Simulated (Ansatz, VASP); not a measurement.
**CuAu in VASP and in Ansatz**

The input INCAR:

```
SYSTEM = CuAu
PREC     = Accurate       ! precision mode
ENCUT    = 520            ! plane-wave cutoff, eV
EDIFF    = 1E-6           ! SCF threshold, eV
ISMEAR   = -1             ! smearing method
SIGMA    = 0.05           ! smearing width, eV
LREAL    = .False.        ! projectors in reciprocal space
LASPH    = .True.         ! aspherical terms in the spheres
NELM     = 100            ! most SCF steps
ALGO     = Normal         ! electronic algorithm
ISIF     = 2              ! what is computed and relaxed
LWAVE    = .False.        ! write WAVECAR
LCHARG   = .False.        ! write CHGCAR
GGA      = PS             ! functional
NBANDS   = 18             ! bands
```

KPOINTS

```
Automatic mesh
0
Gamma
  13 13 10
  0 0 0
```

POSCAR

```
CuAu
1.0
    2.8000000000      0.0000000000      0.0000000000
    0.0000000000      2.8000000000      0.0000000000
    0.0000000000      0.0000000000      3.5966000000
Cu Au
1 1
Direct
    0.5000000000      0.5000000000      0.5000000000
    0.0000000000      0.0000000000      0.0000000000
```

Input for Ansatz:

```yaml
crystal:
  lattice:
    - [2.8, 0.0, 0.0]
    - [0.0, 2.8, 0.0]
    - [0.0, 0.0, 3.5966]
  atoms:
    - { symbol: Cu, position: [0.5, 0.5, 0.5] }
    - { symbol: Au, position: [0.0, 0.0, 0.0] }
kpoints:
  mp_grid: { grid: [13, 13, 10] }
  band_path:
    path:
      - [0.0, 0.0, 0.0]
      - [0.0, 0.5, 0.0]
      - [0.5, 0.5, 0.0]
      - [0.0, 0.0, 0.0]
      - [0.0, 0.0, 0.5]
      - [0.0, 0.5, 0.5]
      - [0.5, 0.5, 0.5]
      - [0.0, 0.0, 0.5]
      - [0.0, 0.5, 0.0]
    npoints: 5
scf:
  occupations: { method: fermi_dirac, width: 0.05 }
hamiltonian:
  xc: pbesol
  pseudopotentials: { kind: all_electron, lapw: { basis_error: 0.00025 } }
output:
  forces: true
  stress: true
  eigenvalues: true
```

Change from the starting cell: zz strain of -2 %.

Alike in both runs: task single point; functional PBEsol; k mesh 13 × 13 × 10; occupations fermi-dirac, width 0.05 eV; no spin polarisation.

|  | VASP | Ansatz |
| --- | --- | --- |
| version | VASP 6.6.1 | Ansatz 0.2.0 |
| potentials or method | VASP PAW PBE potentials, release 64 (Cu, Au), cutoff 520 eV | all-electron LAPW, scalar-relativistic |

```tsv
	VASP	Ansatz	Ansatz less VASP
pressure (GPa)	1.3	1.3	0.00
traceless stress, the component that is largest in VASP (GPa)	0.77	0.70	-0.069
```

VASP's potentials were made for PBE, not for PBEsol. Ansatz ran all-electron here, and VASP with PAW potentials.

Spin-orbit coupling is off throughout.
